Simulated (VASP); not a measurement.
Ni, 1 atom in the cell. Symmetry: Fm-3m, No. 225, cubic system. The conventional cell has a = 3.540 Å, b = 3.540 Å, c = 3.540 Å, α = 90.00°, β = 90.00°, γ = 90.00°. Ni (site symmetry m-3m) has 12 Ni at 2.50 Å within 3.3 Å. 

* Program: VASP 6.6.1
* Task: single point
* Functional: PBE
* Potentials or basis: VASP PAW PBE potentials, release 64 (Ni)
* Cutoff: 520 eV
* k mesh: 13 × 13 × 13
* Occupations: fermi-dirac, width 0.1 eV
* Spin: collinear spin, ferromagnetic start
* Starting moments: [2.0] μB
* Dipole correction: no
* Further INCAR settings: ALGO = Normal; EDIFF = 1e-06; NBANDS = 15

Potentials or basis: VASP PAW PBE potentials, release 64 (Ni).

Launch:

```console
$ cat potpaw_PBE.64/Ni/POTCAR > POTCAR
$ mpirun -np 1 vasp_std > vasp.out
```

Hardware: 1 thread of Intel(R) Xeon(R) Platinum 8259CL CPU @ 2.50GHz (Skylake/Cascade Lake) (shared host).

Question: Estimate the wall time of this run.

Answer: Run time: 26 s on 1 thread of Intel(R) Xeon(R) Platinum 8259CL CPU @ 2.50GHz (Skylake/Cascade Lake), on a shared host, peak memory 0.14 GiB. Counts: scf iterations 13, k points 84.
